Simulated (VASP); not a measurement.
# Be3CdS4 in VASP: notebook, part 2 of 2

VASP 6.6.1. The steps go on from the part before.

## Step 6: Single point, PBE

This run uses another cell than the first one, of the same volume but with other edges.

Input file INCAR:

```
ALGO = Normal ; EDIFF = 1E-6
ENCUT = 520 ; GGA = PE
ISIF = 2 ; ISMEAR = 0
LASPH = True ; LCHARG = False
LREAL = False ; LWAVE = False
NBANDS = 31 ; NELM = 60
PREC = Accurate ; SIGMA = 0.1
```

Input file KPOINTS:

```
k-points
0
Gamma
  4 4 4
```

Input file POSCAR:

```
Be3CdS4
1.0
    5.1679129279     -0.0005048273     -0.0000775136
   -0.0004894562      5.1698245893      0.0008893096
   -2.5837784858     -2.5838835018      5.0624527012
Be Cd S
3 1 4
Direct
    0.7502412121      0.2500987354      0.5002269228
    0.2499670820      0.7501410132      0.4999464000
    0.4999954189      0.5000097868     -0.0000146076
   -0.0003956748     -0.0003117340     -0.0001763965
    0.5807830338      0.5807419625      0.7240057876
    0.1433257647      0.1431646768      0.7243182816
    0.4191651233      0.8570559100      0.2758133104
    0.8569180400      0.4190996494      0.2758803016
```

Potentials or basis: VASP PAW PBE potentials, release 64 (Be, Cd, S).

Run with:

```bash
> cat potpaw_PBE.64/Be/POTCAR potpaw_PBE.64/Cd/POTCAR potpaw_PBE.64/S/POTCAR > POTCAR
> mpirun -np 1 vasp_std > vasp.out
```

OUTCAR:

```text
EDIFF = 1E-6
   ENCUT = 520
   GGA = PE
   ISIF = 2
   ISMEAR = 0
   LASPH = True
   LREAL = False
   NELM = 60
   PREC = Accurate

 ion  position               nearest neighbor table
   1  0.750  0.250  0.500-   6 2.16   5 2.16   7 2.16   8 2.16
   2  0.250  0.750  0.500-   8 2.16   6 2.16   7 2.16   5 2.16
   3  0.500  0.500  1.000-   5 2.12   6 2.12   8 2.12   7 2.12
   4  1.000  1.000  1.000-   5 2.48   6 2.48   7 2.48   8 2.49
[... 1037 lines left out ...]
  Total        0.0705184      0.0489757      0.0995946      0.0180050     -0.0082687      0.0093068
  in kB        0.8352692      0.5801020      1.1796672      0.2132637     -0.0979400      0.1102362
  external PRESSURE =       0.8650128 kB  Pullay stress =       0.0000000 kB

 VOLUME and BASIS-vectors are now :
 -----------------------------------------------------------------------------
  energy-cutoff  :      520.00
  volume of cell :      135.27
      direct lattice vectors                 reciprocal lattice vectors
     5.167912928 -0.000504827 -0.000077514     0.193503194  0.000001331  0.098760988
    -0.000489456  5.169824589  0.000889310     0.000020374  0.193413179  0.098728777
    -2.583778486 -2.583883502  5.062452701     0.000002959 -0.000033976  0.197516878

 POSITION                                       TOTAL-FORCE (eV/Angst)
 -----------------------------------------------------------------------------------
      2.58458      0.00006      2.53254         0.000092      0.001610     -0.006296
     -0.00031      2.58617      2.53160         0.003211     -0.002292     -0.001679
     -0.00005      0.00086      5.06278        -0.000854     -0.000797      0.006063
      2.58206      2.58428      5.06237         0.001176      0.004231      0.005898
      1.13048      1.13129      3.66572        -0.019876     -0.018279     -0.022817
     -1.13085     -1.13149      3.66694         0.019349      0.023779     -0.026004
      1.45315      3.71795      1.39702         0.019287     -0.030215      0.023597
      3.71546      1.45340      1.39694        -0.022385      0.021963      0.021237
 -----------------------------------------------------------------------------------
    total drift:                               -0.000023     -0.000031     -0.000019

  FREE ENERGIE OF THE ION-ELECTRON SYSTEM (eV)
  ---------------------------------------------------
  free  energy   TOTEN  =       -35.6043925893 eV

  energy  without entropy=      -35.6043925893  energy(sigma->0) =      -35.60439259
```

OSZICAR:

```text
N       E                     dE             d eps       ncg     rms          rms(c)
DAV:   1     0.227648607469E+03    0.22765E+03   -0.19087E+04  2232   0.120E+03
DAV:   2    -0.189295827118E+02   -0.24658E+03   -0.23542E+03  2695   0.258E+02
DAV:   3    -0.366194586016E+02   -0.17690E+02   -0.17565E+02  2800   0.729E+01
DAV:   4    -0.369292878062E+02   -0.30983E+00   -0.30943E+00  3014   0.105E+01
DAV:   5    -0.369338040677E+02   -0.45163E-02   -0.45155E-02  2874   0.128E+00    0.124E+01
DAV:   6    -0.357389334631E+02    0.11949E+01   -0.17110E+00  3337   0.176E+01    0.964E+00
DAV:   7    -0.356066699632E+02    0.13226E+00   -0.15464E+00  2854   0.655E+00    0.425E+00
DAV:   8    -0.356068418002E+02   -0.17184E-03   -0.29550E-01  2600   0.528E+00    0.134E+00
DAV:   9    -0.356049010884E+02    0.19407E-02   -0.44859E-02  2717   0.254E+00    0.363E-01
DAV:  10    -0.356042032904E+02    0.69780E-03   -0.43226E-03  2642   0.640E-01    0.115E-01
DAV:  11    -0.356043357801E+02   -0.13249E-03   -0.13972E-03  2933   0.255E-01    0.748E-02
DAV:  12    -0.356043647372E+02   -0.28957E-04   -0.13316E-04  2800   0.766E-02    0.305E-02
DAV:  13    -0.356043921018E+02   -0.27365E-04   -0.30466E-05  2708   0.285E-02    0.218E-02
DAV:  14    -0.356043930638E+02   -0.96201E-06   -0.11238E-05  2894   0.273E-02    0.590E-03
DAV:  15    -0.356043925893E+02    0.47453E-06   -0.14348E-06  2111   0.884E-03
   1 F= -.35604393E+02 E0= -.35604393E+02  d E =-.272008E-10
```

It took 3 min on 1 thread of AMD EPYC 7R13, shared host; peak memory 0.31 GiB.

What came out:

```yaml
Free_energy: -35.6044 eV
Pressure: 0.1 GPa
Largest_force: 0.043 eV/Å
Band_gap_on_the_k_mesh: 3.21 eV
```

Forces on the atoms (eV/Å):
```
Be   0.000  0.002 -0.006
Be   0.003 -0.002 -0.002
Be  -0.001 -0.001  0.006
Cd   0.001  0.004  0.006
S   -0.020 -0.018 -0.023
S    0.019  0.024 -0.026
S    0.019 -0.030  0.024
S   -0.022  0.022  0.021
```

## Step 7: The runs side by side

| task | cell | k mesh | cutoff (eV) | smearing | gap on the mesh (eV) | pressure (GPa) | largest force (eV/Å) |
| --- | --- | --- | --- | --- | --- | --- | --- |
| single point | a = 6.249 Å, angles 131.2, 131.2, 71.6°, 8 atoms, atomic positions A | 3 × 3 × 3 | 520 | gaussian 0.15 eV | 3.21 | 0.0 | 0.04 |
| single point | a = 5.167, b = 5.167, c = 6.245 Å, angles 114.4, 114.4, 90.0°, 8 atoms, atomic positions A | 4 × 4 × 4 | 520 | gaussian 0.1 eV | 3.21 | 0.1 | 0.04 |
| relaxation of cell and atoms | relaxed from a = 6.258 Å, angles 131.8, 131.8, 70.5°, 8 atoms, atomic positions B | 3 × 3 × 3 | 600 | gaussian 0.15 eV | 3.23 | -0.2 | 0.02 |
| single point | a = 6.245 Å, angles 131.1, 131.1, 71.6°, 8 atoms, atomic positions A | 6 × 6 × 6 | 520 | gaussian 0.02 eV | 3.21 | 0.1 | 0.04 |
| single point | a = 5.168, b = 5.170, c = 6.243 Å, angles 114.4, 114.4, 90.0°, 8 atoms, atomic positions A | 4 × 4 × 4 | 520 | gaussian 0.1 eV | 3.21 | 0.1 | 0.04 |

Alike in all rows: level PBE; potentials or basis VASP PAW PBE potentials, release 64 (Be, Cd, S); no spin polarisation.

Caveats: some runs use coarse meshes; an odd mesh through Γ misses points on the zone boundary, where band edges can lie (at least some runs).

Total energies depend on the potentials used, so only differences within one code and one set of settings carry meaning.
